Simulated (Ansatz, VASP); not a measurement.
FeO: VASP beside Ansatz

The input INCAR:

```
SYSTEM = FeO
ALGO = Normal ; EDIFF = 1E-6
ENCUT = 600 ; GGA_COMPAT = .False.
ISIF = 2 ; ISMEAR = -1
ISPIN = 2 ; LASPH = .True.
LCHARG = .False. ; LMAXMIX = 4
LORBIT = 11 ; LREAL = .False.
LWAVE = .False. ; MAGMOM = 3 0
NBANDS = 22 ; NELM = 200
PREC = Accurate ; SIGMA = 0.05
```

Contents of KPOINTS:

```
k-points
0
Gamma
  9 9 9
  0 0 0
```

File POSCAR:

```
FeO
1.0
    1.5486092669      0.8940899771      2.5689933065
   -1.5486092669      0.8940899771      2.5689933065
    0.0000000000     -1.7881799543      2.5689933065
Fe O
1 1
Direct
    0.0000000000      0.0000000000      0.0000000000
    0.5000000000      0.5000000000      0.5000000000
```

input.yaml

```yaml
crystal:
  lattice:
    - [1.5486092669, 0.8940899771, 2.5689933065]
    - [-1.5486092669, 0.8940899771, 2.5689933065]
    - [0.0, -1.7881799543, 2.5689933065]
  atoms:
    - { symbol: Fe, position: [0.0, 0.0, 0.0], spin: 3.0 }
    - { symbol: O, position: [0.5, 0.5, 0.5] }
hamiltonian:
  xc: lda
  pseudopotentials: { kind: paw }
magnetization:
  spin_polarized: true
kpoints:
  mp_grid: { grid: [9, 9, 9] }
scf:
  occupations: { method: fermi_dirac, width: 0.05 }
output:
  forces: true
  stress: true
  eigenvalues: true
```

Alike in both runs: task single point; functional LDA; k mesh 9 × 9 × 9; occupations fermi-dirac, width 0.05 eV; collinear spin.

|  | VASP | Ansatz |
| --- | --- | --- |
| version | VASP 6.6.1 | Ansatz 0.2.0 |
| potentials or method | VASP PAW LDA potentials, release 64 (Fe_sv, O) | Ansatz PAW |
| plane-wave cutoff (eV) | 600 | 420 |
| valence electrons in the cell | 22 | 22 |

VASP gave:

```
gap on the k mesh at the Fermi level (eV)                     : none
pressure (GPa)                                                : -26.0
traceless stress, the component that is largest in VASP (GPa) : -0.88
net moment per atom (μB)                                      : 2.00
size of the moment on the site where the two differ most (μB) : 0.30
```

Problem. Which values does Ansatz return?

Solution. gap on the k mesh at the Fermi level (eV): none; pressure (GPa): -24.1; traceless stress, the component that is largest in VASP (GPa): -0.86; net moment per atom (μB): 2.00; size of the moment on the site where the two differ most (μB): 0.33.

LDA's correlation is that of Perdew and Zunger in VASP and of Perdew and Wang (1992) in Ansatz. Site moments also hang on the region over which each program counts them. A gap of «none» marks a metal or a gap that the smearing closes.
